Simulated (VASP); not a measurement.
# Ir in VASP: further runs

The runs below take Ir through single point, with r2SCAN.

Everything below comes from runs of VASP 6.6.1. Logs are shortened: lines on timing, memory, paths and dates and some standing lists are left out, and cuts for length are marked.

### 1 The cell of the first run

The structure is cubic, space group Fm-3m (No. 225). Conventional cell: a = 3.743 Å, b = 3.743 Å, c = 3.743 Å, α = 90.00°, β = 90.00°, γ = 90.00°. Ir (site symmetry m-3m) has 12 Ir at 2.65 Å within 3.5 Å.

### 2 Single point, r2SCAN (strain -0.025 along x and y, -0.025 along z)

File POSCAR:

```
Ir
1.0
    0.0000000000      1.8717075000      1.8717075000
    1.8717075000      0.0000000000      1.8717075000
    1.8717075000      1.8717075000      0.0000000000
Ir
1
Direct
    0.0000000000      0.0000000000      0.0000000000
```

File INCAR.step1:

```
PREC = Accurate ; ENCUT = 620
ISMEAR = 0 ; SIGMA = 0.15
LREAL = F ; LASPH = T
NELM = 120 ; NBANDS = 14
GGA = PE ; ALGO = Normal
EDIFF = 1E-5 ; LWAVE = T
LCHARG = F ; GGA_COMPAT = F
```

File INCAR.step2:

```
PREC = Accurate ; ENCUT = 620
EDIFF = 1E-6 ; ISMEAR = 0
SIGMA = 0.15 ; LREAL = F
LASPH = T ; NELM = 120
ALGO = Normal ; ISIF = 2
LWAVE = F ; LCHARG = T
METAGGA = R2SCAN ; LMIXTAU = T
LELF = T ; LVHAR = T
NBANDS = 14 ; ISTART = 1
GGA_COMPAT = F
```

File KPOINTS:

```
regular mesh
0
Gamma
  22 22 22
```

Potentials or basis: VASP PAW PBE potentials, release 64 (Ir_sv_GW).

Run with:

```
$ cat potpaw_PBE.64/Ir_sv_GW/POTCAR > POTCAR
$ cp INCAR.step1 INCAR
$ mpirun -np 1 vasp_std > vasp.out
$ cp INCAR.step2 INCAR
$ mpirun -np 1 vasp_std > vasp.out
```

OUTCAR:

```text
PREC = Accurate
   ENCUT = 620
   EDIFF = 1E-6
   ISMEAR = 0
   LREAL = F
   LASPH = T
   NELM = 120
   ISIF = 2
   METAGGA = R2SCAN
   ISTART = 1

 ion  position               nearest neighbor table
   1  0.000  0.000  0.000-

  LATTYP: Found a face centered cubic cell.
 ALAT       =     3.7434150000

  Lattice vectors:

 A1 = (   0.0000000000,   1.8717075000,   1.8717075000)
 A2 = (   1.8717075000,   0.0000000000,   1.8717075000)
 A3 = (   1.8717075000,   1.8717075000,   0.0000000000)

Analysis of symmetry for initial positions (statically):
=====================================================================
 Subroutine PRICEL returns:
 Original cell was already a primitive cell.

 Routine SETGRP: Setting up the symmetry group for a
 face centered cubic supercell.

 Subroutine GETGRP returns: Found 48 space group operations
 (whereof 48 operations were pure point group operations)
 out of a pool of 48 trial point group operations.

The static configuration has the point symmetry O_h .

Analysis of symmetry for dynamics (positions and initial velocities):
=====================================================================
 Subroutine PRICEL returns:
 Original cell was already a primitive cell.

 Routine SETGRP: Setting up the symmetry group for a
 face centered cubic supercell.

 Subroutine GETGRP returns: Found 48 space group operations
 (whereof 48 operations were pure point group operations)
 out of a pool of 48 trial point group operations.

The dynamic configuration has the point symmetry O_h .

 Subroutine INISYM returns: Found 48 space group operations
 (whereof 48 operations are pure point group operations),
 and found     1 'primitive' translations

----------------------------------------------------------------------------------------

                                     Primitive cell

  volume of cell :      13.1143

  direct lattice vectors                    reciprocal lattice vectors
     0.000000000  1.871707500  1.871707500    -0.267135757  0.267135757  0.267135757
     1.871707500  0.000000000  1.871707500     0.267135757 -0.267135757  0.267135757
     1.871707500  1.871707500  0.000000000     0.267135757  0.267135757 -0.267135757

  length of vectors
     2.646994131  2.646994131  2.646994131     0.462692704  0.462692704  0.462692704

  position of ions in fractional coordinates (direct lattice)
     0.000000000  0.000000000  0.000000000

  ion indices of the primitive-cell ions
   primitive index   ion index
                 1           1

[... 82 lines left out ...]
   NELECT =      17.0000    total number of electrons
   NUPDOWN=      -1.0000    fix difference up-down
   EMIN   =  10.00;   EMAX   =-10.00  energy-range for DOS
   EFERMI =   0.00;   METHOD = LEGACY
   ISMEAR =     0;   SIGMA  =   0.15  broadening in eV -4-tet -1-fermi 0-gaus
   EFERMI_NEDOS =   21; number of points for ismear=-14 and -15
   IALGO  =     38    algorithm
   IMIX   =      4    mixing-type and parameters
     AMIX     =   0.40;   BMIX     =  1.00
     AMIX_MAG =   1.60;   BMIX_MAG =  1.00
  volume/ion in A,a.u.               =      13.11        88.50
  Fermi-wavevector in a.u.,A,eV,Ry     =   1.785020  3.373199 43.352209  3.186297
  Thomas-Fermi vector in A             =   2.848889
   LORBIT       =      0    0 simple, 1 ext, 2 COOP (PROOUT), +10 PAW based schemes
   METAGGA = R2SCAN    functional components
   LHFCALC =     F    Hartree Fock is set to
   AEXX    =    0.0000 exact exchange contribution
   IVDW    =     0    specifies the selected vdW correction
   LEPSILON=     F    determine dielectric tensor
   LRPA    =     F    only Hartree local field effects (RPA)
 non-spin polarized calculation
 Gauss-broadening in eV      SIGMA  =   0.15
  energy-cutoff  :      620.00
  volume of cell :       13.11
 maximum number of plane-waves:       477
 NGX is ok and might be reduce to    24
   NGX = 11   NGY = 11   NGZ = 11

 number of electron      17.0000000 magnetization

 Free energy of the ion-electron system (eV)
  ---------------------------------------------------
  ext. energy  EPLUGINS =         0.00000000
  ---------------------------------------------------
  free energy    TOTEN  =       -52.79524487 eV

  energy without entropy =      -52.78458026  energy(sigma->0) =      -52.78991256

 E-fermi :  14.1648     XC(G=0): -16.4700

 val. band max:       14.1557066886   @ k =   0.4545   0.3636   0.0000
 cond. band min:      14.1729497845   @ k =   0.3636   0.2727   0.0000
 fundamental gap:      0.0172430959
 Fermi energy:        14.1648425264

 k-point     1 :       0.0000    0.0000    0.0000
  band No.  band energies     occupation
      1     -81.1135      2.00000
      2     -36.8084      2.00000
      3     -36.8084      2.00000
      4     -36.8084      2.00000
      5       1.8536      2.00000
      6       9.7087      2.00000
      7       9.7087      2.00000
      8       9.7087      2.00000
      9      12.7714      2.00000
     10      12.7714      2.00000
     11      28.1870      0.00000
     12      34.4346      0.00000
     13      34.4347      0.00000
     14      34.4347      0.00000
[... 377 lines left out ...]
      1     -81.0082      2.00000
      2     -37.8944      2.00000
      3     -36.9782      2.00000
      4     -36.9610      2.00000
      5       5.0376      2.00000
      6       9.4650      2.00000
      7       9.6112      2.00000
      8      12.7493      2.00000
      9      15.1209      0.00000
     10      15.7729      0.00000
     11      22.9175      0.00000
     12      28.2232      0.00000
     13      34.6015      0.00000
     14      35.0326      0.00000

 [... further k-points ...]

------------------------ aborting loop because EDIFF is reached ----------------------------------------

  FORCE on cell =-STRESS in cart. coord.  units (eV):
  Direction    XX          YY          ZZ          XY          YZ          ZX
  --------------------------------------------------------------------------------------
  -------------------------------------------------------------------------------------
  Total        2.9402507      2.9402507      2.9402507      0.0000000     -0.0000000      0.0000000
  in kB      359.2121418    359.2121418    359.2121418      0.0000000     -0.0000000      0.0000000
  external PRESSURE =     359.2121418 kB  Pullay stress =       0.0000000 kB

 VOLUME and BASIS-vectors are now :
 -----------------------------------------------------------------------------
  energy-cutoff  :      620.00
  volume of cell :       13.11
      direct lattice vectors                 reciprocal lattice vectors
     0.000000000  1.871707500  1.871707500    -0.267135757  0.267135757  0.267135757
     1.871707500  0.000000000  1.871707500     0.267135757 -0.267135757  0.267135757
     1.871707500  1.871707500  0.000000000     0.267135757  0.267135757 -0.267135757

 POSITION                                       TOTAL-FORCE (eV/Angst)
 -----------------------------------------------------------------------------------
      0.00000      0.00000      0.00000         0.000000      0.000000      0.000000
 -----------------------------------------------------------------------------------
    total drift:                                0.000000      0.000000      0.000000

  FREE ENERGIE OF THE ION-ELECTRON SYSTEM (eV)
  ---------------------------------------------------
  free  energy   TOTEN  =       -52.7952448691 eV

  energy  without entropy=      -52.7845802578  energy(sigma->0) =      -52.78991256
```

OUTCAR.step1:

```text
PREC = Accurate
   ENCUT = 620
   ISMEAR = 0
   LREAL = F
   LASPH = T
[... 624 lines left out ...]

 POSITION                                       TOTAL-FORCE (eV/Angst)
 -----------------------------------------------------------------------------------
      0.00000      0.00000      0.00000         0.000000     -0.000000     -0.000000
 -----------------------------------------------------------------------------------
    total drift:                                0.000000      0.000000      0.000000

  FREE ENERGIE OF THE ION-ELECTRON SYSTEM (eV)
  ---------------------------------------------------
  free  energy   TOTEN  =        -9.2488421432 eV

  energy  without entropy=       -9.2379997059  energy(sigma->0) =       -9.24342092
```

OSZICAR.step1:

```text
N       E                     dE             d eps       ncg     rms          rms(c)
DAV:   1     0.133547958550E+03    0.13355E+03   -0.12687E+04  9312   0.146E+03
DAV:   2    -0.819752309755E+01   -0.14175E+03   -0.13598E+03 11524   0.439E+02
DAV:   3    -0.102023090032E+02   -0.20048E+01   -0.19972E+01 10030   0.494E+01
DAV:   4    -0.102055072470E+02   -0.31982E-02   -0.31982E-02 10960   0.241E+00
DAV:   5    -0.102055143154E+02   -0.70684E-05   -0.70688E-05 10042   0.108E-01    0.741E+01
DAV:   6    -0.934391810965E+01    0.86160E+00   -0.10973E+00  9670   0.116E+01    0.403E+01
DAV:   7    -0.926552036718E+01    0.78398E-01   -0.41906E-01 10378   0.679E+00    0.607E+00
DAV:   8    -0.924892529161E+01    0.16595E-01   -0.61376E-02  9286   0.314E+00    0.573E-01
DAV:   9    -0.924893034863E+01   -0.50570E-05   -0.76674E-04 10504   0.342E-01    0.301E-01
DAV:  10    -0.924884112491E+01    0.89224E-04   -0.14084E-04  9940   0.175E-01    0.222E-01
DAV:  11    -0.924884214319E+01   -0.10183E-05   -0.58379E-06  5054   0.320E-02
   1 F= -.92488421E+01 E0= -.92434209E+01  d E =-.108424E-01
```

Run time: 91 s. Hardware: 1 thread of Intel Xeon 6975P-C (Granite Rapids), shared host; peak memory 0.21 GiB.

Results:

```yaml
Free_energy: -52.7952 eV
Pressure: 35.9 GPa
Band_gap_on_the_k_mesh: zero (an odd number of electrons rules out a gap without spin polarisation)
```

Caveat: the cell differs from its parent crystal (strain -0.025 along x and y, -0.025 along z); the cell stands under pressure; the PAW data sets were made with another functional, which shifts forces and pressure a little; spin-orbit coupling is left out, which moves the levels of the heavy elements.

### 3 Single point, r2SCAN (strain -0.025 along x and y, +0.000 along z)

File POSCAR:

```
Ir
1.0
    0.0000000000      1.8717075000      1.9197000000
    1.8717075000      0.0000000000      1.9197000000
    1.8717075000      1.8717075000      0.0000000000
Ir
1
Direct
    0.0000000000      0.0000000000      0.0000000000
```

File INCAR.step1:

```
SYSTEM = Ir
  PREC = Accurate
  ENCUT = 620
  ISMEAR = 0
  SIGMA = 0.15
  LREAL = .FALSE.
  LASPH = .TRUE.
  NELM = 120
  NBANDS = 14
  GGA = PE
  ALGO = Normal
  EDIFF = 1E-5
  LWAVE = .TRUE.
  LCHARG = .FALSE.
  GGA_COMPAT = .FALSE.
```

File INCAR.step2:

```
SYSTEM = Ir
  PREC = Accurate
  ENCUT = 620
  EDIFF = 1E-6
  ISMEAR = 0
  SIGMA = 0.15
  LREAL = .FALSE.
  LASPH = .TRUE.
  NELM = 120
  ALGO = Normal
  ISIF = 2
  LWAVE = .FALSE.
  LCHARG = .FALSE.
  METAGGA = R2SCAN
  LMIXTAU = .TRUE.
  NBANDS = 14
  ISTART = 1
  GGA_COMPAT = .FALSE.
```

File KPOINTS:

```
regular mesh
0
G
  22 22 22
  0 0 0
```

Potentials or basis: VASP PAW PBE potentials, release 64 (Ir_sv_GW).

Run with:

```
$ cat potpaw_PBE.64/Ir_sv_GW/POTCAR > POTCAR
$ cp INCAR.step1 INCAR
$ mpirun -np 1 vasp_std > vasp.out
$ cp INCAR.step2 INCAR
$ mpirun -np 1 vasp_std > vasp.out
```

It took 6.4 min on 1 thread of AMD EPYC 9R45 (Zen 5), shared host; peak memory 0.3 GiB.

It converged, with:

| Quantity | Value |
| --- | --- |
| Free energy | -52.8501 eV |
| Pressure | 22.9 GPa |
| Band gap on the k mesh | zero (an odd number of electrons rules out a gap without spin polarisation) |

Stress tensor (GPa, compression positive):
```
26.64  0.00  0.00
 0.00 26.64  0.00
 0.00  0.00 15.39
```

Levels at points of the mesh, in eV from the Fermi level:
```csv
k point,band 5,band 6,band 7,band 8,band 9,band 10,band 11,band 12
"(0.00, 0.00, 0.00)",-12.03,-4.53,-4.16,-4.16,-1.60,-1.10,14.13,19.64
"(0.50, 0.00, 0.00)",-8.93,-4.64,-4.26,-0.78,0.97,1.17,8.31,13.88
"(0.50, 0.50, 0.00)",-8.80,-8.15,1.00,1.43,1.74,1.74,11.41,12.64
"(0.50, 0.00, 0.50)",-8.78,-8.18,0.95,1.58,1.96,2.01,11.99,12.17
```

Caveat: the cell differs from its parent crystal (strain -0.025 along x and y, +0.000 along z); the stress differs along the axes, from 15 to 27 GPa; the PAW data sets were made with another functional, which shifts forces and pressure a little; spin-orbit coupling is left out, which moves the levels of the heavy elements.

### 4 Single point, r2SCAN (strain +0.025 along x and y, +0.025 along z)

File POSCAR:

```
Ir
1.0
    0.0000000000      1.9676925000      1.9676925000
    1.9676925000      0.0000000000      1.9676925000
    1.9676925000      1.9676925000      0.0000000000
Ir
1
Direct
    0.0000000000      0.0000000000      0.0000000000
```

INCAR.step1 is that of step 3.

INCAR.step2, as its differences from that of step 3:

```diff
@@ -12,5 +12,7 @@
   LWAVE = .FALSE.
-  LCHARG = .FALSE.
+  LCHARG = .TRUE.
   METAGGA = R2SCAN
   LMIXTAU = .TRUE.
+  LELF = .TRUE.
+  LVHAR = .TRUE.
   NBANDS = 14
```

File KPOINTS:

```
Automatic mesh
0
G
  22 22 22
  0 0 0
```

Run with:

```
$ cat potpaw_PBE.64/Ir_sv_GW/POTCAR > POTCAR
$ cp INCAR.step1 INCAR
$ mpirun -np 1 vasp_std > vasp.out
$ cp INCAR.step2 INCAR
$ mpirun -np 1 vasp_std > vasp.out
```

It took 2.2 min on 1 thread of Intel Xeon Platinum 8488C (Sapphire Rapids), shared host; peak memory 0.22 GiB.

Results (log left out):

```
Free energy            : -52.8323 eV
Pressure               : -22.9 GPa
Band gap on the k mesh : zero (an odd number of electrons rules out a gap without spin polarisation)
```

Levels at points of the mesh, in eV from the Fermi level:
| k point | band 4 | band 5 | band 6 | band 7 | band 8 | band 9 | band 10 | band 11 | band 12 | band 13 |
| --- | --- | --- | --- | --- | --- | --- | --- | --- | --- | --- |
| (0.00, 0.00, 0.00) | -50.68 | -10.68 | -3.54 | -3.54 | -3.54 | -1.14 | -1.14 | 14.50 | 19.88 | 19.88 |
| (0.50, 0.00, 0.00) | -50.77 | -7.60 | -3.67 | -3.67 | -0.47 | 0.84 | 0.84 | 6.97 | 14.24 | 19.50 |
| (0.50, 0.50, 0.00) | -50.92 | -7.32 | -6.79 | 0.75 | 1.41 | 1.41 | 1.79 | 10.13 | 11.76 | 11.76 |

Caveat: the cell differs from its parent crystal (strain +0.025 along x and y, +0.025 along z); the cell stands under tension; the PAW data sets were made with another functional, which shifts forces and pressure a little; spin-orbit coupling is left out, which moves the levels of the heavy elements.

### 5 Single point, r2SCAN (strain -0.025 along x and y, +0.025 along z)

File POSCAR:

```
Ir
1.0
    0.0000000000      1.8717075000      1.9676925000
    1.8717075000      0.0000000000      1.9676925000
    1.8717075000      1.8717075000      0.0000000000
Ir
1
Direct
    0.0000000000      0.0000000000      0.0000000000
```

File INCAR.step1:

```
SYSTEM = Ir
PREC = Accurate
ENCUT = 620
ISMEAR = 0
SIGMA = 0.15
LREAL = .FALSE.
LASPH = .TRUE.
NELM = 120
NBANDS = 14
GGA = PE
ALGO = Normal
EDIFF = 1E-5
LWAVE = .TRUE.
LCHARG = .FALSE.
GGA_COMPAT = .FALSE.
```

File INCAR.step2:

```
SYSTEM = Ir
PREC = Accurate
ENCUT = 620
EDIFF = 1E-6
ISMEAR = 0
SIGMA = 0.15
LREAL = .FALSE.
LASPH = .TRUE.
NELM = 120
ALGO = Normal
ISIF = 2
LWAVE = .FALSE.
LCHARG = .FALSE.
METAGGA = R2SCAN
LMIXTAU = .TRUE.
NBANDS = 14
ISTART = 1
GGA_COMPAT = .FALSE.
```

File KPOINTS:

```
regular mesh
0
G
  22 22 22
  0 0 0
```

Run with:

```
$ cat potpaw_PBE.64/Ir_sv_GW/POTCAR > POTCAR
$ cp INCAR.step1 INCAR
$ mpirun -np 1 vasp_std > vasp.out
$ cp INCAR.step2 INCAR
$ mpirun -np 1 vasp_std > vasp.out
```

It took 5.3 min on 1 thread of Intel Xeon Platinum 8488C (Sapphire Rapids), shared host; peak memory 0.34 GiB.

It converged, with:

```yaml
Free_energy: -52.8651 eV
Pressure: 11.9 GPa
Band_gap_on_the_k_mesh: zero (an odd number of electrons rules out a gap without spin polarisation)
```

Stress tensor (GPa, compression positive):
```
18.93  0.00  0.00
 0.00 18.93  0.00
 0.00  0.00 -2.14
```

Levels at points of the mesh, in eV from the Fermi level:
```
           k point  band 4  band 5  band 6  band 7  band 8  band 9  band 10  band 11  band 12  band 13
(0.00, 0.00, 0.00)  -50.84  -11.75   -4.59   -3.86   -3.86   -1.79    -0.83    14.26    19.10    20.74
(0.50, 0.00, 0.00)  -50.94   -8.64   -4.64   -3.91   -0.71    0.84     1.20     8.05    13.93    19.93
(0.50, 0.50, 0.00)  -51.13   -8.51   -7.84    1.00    1.08    1.64     1.64    10.58    12.84    12.84
(0.50, 0.00, 0.50)  -51.20   -8.45   -7.87    0.86    1.33    2.07     2.19    11.61    12.06    12.25
```

Caveat: the cell differs from its parent crystal (strain -0.025 along x and y, +0.025 along z); the stress differs along the axes, from -2 to 19 GPa; the PAW data sets were made with another functional, which shifts forces and pressure a little; spin-orbit coupling is left out, which moves the levels of the heavy elements.

### 6 Summary

| cell | gap on the mesh (eV) | pressure (GPa) |
| --- | --- | --- |
| a = 2.647 Å, angles 60.0°, 1 atom | none | 35.9 |
| a = 2.681, b = 2.681, c = 2.647 Å, angles 60.4, 60.4, 59.2°, 1 atom | none | 22.9 |
| a = 2.783 Å, angles 60.0°, 1 atom | none | -22.9 |
| a = 2.716, b = 2.716, c = 2.647 Å, angles 60.8, 60.8, 58.3°, 1 atom | none | 11.9 |

Alike in all rows: task single point; level r2SCAN; potentials or basis VASP PAW PBE potentials, release 64 (Ir_sv_GW); no spin polarisation; k mesh 22 × 22 × 22; cutoff (eV) 620; smearing gaussian 0.15 eV.

Caveats: the PAW data sets were made with another functional, which shifts forces and pressure a little; spin-orbit coupling is left out, which moves the levels of the heavy elements; the cell stands under pressure (at least some runs); the stress differs along the axes, from 15 to 27 GPa (at least some runs); the cell stands under tension (at least some runs); the stress differs along the axes, from -2 to 19 GPa (at least some runs).

Absolute energies hang on the potentials; compare differences alone.
